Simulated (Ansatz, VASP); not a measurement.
One calculation of As, two programs

```
As
1.0
     1.86079   -5.60787    0.00000
     1.86079    5.60787    0.00000
     0.00000    0.00000    4.55767
As
4
Cartesian
  1.8608 1.2337 2.5523
  1.8608 -4.3741 4.2842
  1.8608 -1.2337 2.0054
  1.8608 4.3741 0.2735
```

Change from the starting cell: volume scaled by 1.06.

Alike in both runs: task single point; functional LDA; k mesh 8 × 8 × 6; occupations fermi-dirac, width 0.05 eV; no spin polarisation.

|  | VASP | Ansatz |
| --- | --- | --- |
| version | VASP 6.6.1 | Ansatz 0.2.0 |
| potentials or method | VASP PAW LDA potentials, release 64 (As), cutoff 520 eV | all-electron LAPW, scalar-relativistic |

VASP gave:

* gap on the k mesh at the Fermi level (eV): 0.09
* least direct gap on the mesh (eV): 0.17
* pressure (GPa): -5.0
* traceless stress, the component that is largest in VASP (GPa): -0.66
* rms of the force components (eV/Å): 0.296

Task: Estimate Ansatz's values.

Result: gap on the k mesh at the Fermi level (eV): 0.11; least direct gap on the mesh (eV): 0.18; pressure (GPa): -5.3; traceless stress, the component that is largest in VASP (GPa): -0.64; rms of the force components (eV/Å): 0.331.

LDA's correlation is that of Perdew and Zunger in VASP and of Perdew and Wang (1992) in Ansatz. Atom by atom the forces differ by 0.035 eV/Å (rms over components). Ansatz ran all-electron here, and VASP with PAW potentials.
